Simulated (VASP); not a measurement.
Here is a VASP 6.6.1 calculation.

File INCAR:

```
ALGO = Normal
EDIFF = 1E-7
EDIFFG = -0.005
ENCUT = 600
GGA = PE
IBRION = 2
ISIF = 3
ISMEAR = -1
LASPH = T
LCHARG = F
LREAL = F
LWAVE = F
NELM = 100
NSW = 80
PREC = Accurate
PSTRESS = 300.0
SIGMA = 0.05
```

The input KPOINTS:

```
k-points
0
Gamma
  10 10 10
```

Contents of POSCAR:

```
GaSb
1.0
   -1.5559010000      2.6750030000      2.8933130000
    1.5559010000     -2.6750030000      2.8933130000
    1.5559010000      2.6750030000     -2.8933130000
Sb Ga
1 1
Direct
    0.5000000000      0.5000000000      0.0000000000
    0.0000000000      0.0000000000      0.0000000000
```

Potentials or basis: VASP PAW PBE potentials, release 64 (Sb, Ga_d).

The run is started by

```bash
$ cat potpaw_PBE.64/Sb/POTCAR potpaw_PBE.64/Ga_d/POTCAR > POTCAR
$ mpirun -np 1 vasp_std > vasp.out
```

**Question.** Estimate the relaxed volume.

**Answer.** 18.02 Å³/atom.

**Question.** Estimate the space group after relaxing (to 0.05 Å).

**Answer.** Immm (No. 71).

**Question.** Predict the relaxed cell.

**Answer.** a = 3.814 Å, b = 3.814 Å, c = 3.814 Å, α = 134.95°, β = 103.90°, γ = 93.05°.

**Question.** Estimate the band gap on the k mesh.

**Answer.** Zero (band 9 reaches 14.19 eV, above the bottom of band 10 at 6.63 eV).

Final structure:
```
Sb Ga
1.0
    -1.46104    2.35064    2.62401
     1.46104   -2.35064    2.62401
     1.46104    2.35064   -2.62401
Sb Ga
1 1
Direct
  0.50000 0.50000 0.00000
  0.00000 0.00000 0.00000
```

Caveat: the cell is relaxed towards a set pressure, so the enthalpy falls and the energy may rise; the volume moved by over 15 % at a fixed basis, so the end points are rough; spin-orbit coupling is left out, which moves the levels of the heavy elements.
